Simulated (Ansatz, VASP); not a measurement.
# One calculation of C, two programs

```xyz
12
Lattice="2.6529 0.0000 0.0000 -1.3264 2.2975 0.0000 0.0000 0.0000 13.0506" Properties=species:S:1:pos:R:3 pbc="T T T"
C     0.0000    0.0000    2.4386
C     0.0000    0.0000    8.9639
C     0.0000    0.0000    4.0867
C     0.0000    0.0000   10.6120
C     0.0000    1.5317    6.7963
C     1.3265    0.7658    0.2710
C     0.0000    1.5317   12.7796
C     1.3265    0.7658    6.2543
C     0.0000    1.5317    8.4189
C     1.3265    0.7658    1.8936
C     0.0000    1.5317   11.1570
C     1.3265    0.7658    4.6317
```

Alike in both runs: task single point; functional PBE; k mesh 12 × 12 × 2; occupations gaussian, width 0.05 eV; no spin polarisation.

|  | VASP | Ansatz |
| --- | --- | --- |
| version | VASP 6.6.1 | Ansatz 0.2.0 |
| potentials or method | VASP PAW PBE potentials, release 64 (C), cutoff 520 eV | scalar-relativistic, plane waves, PAW |
| valence electrons in the cell | 48 | 48 |

|  | VASP | Ansatz | Ansatz less VASP |
| --- | --- | --- | --- |
| gap on the k mesh at the Fermi level (eV) | 4.02 | 4.03 | +0.006 |
| least direct gap on the mesh (eV) | 4.99 | 4.99 | +0.005 |
| rms of the force components (eV/Å) | 0.030 | 0.030 | +0.0005 |

Atom by atom the forces differ by 0.001 eV/Å (rms over components). The functional is the same, so the differences come from potentials, cutoffs and numerics.
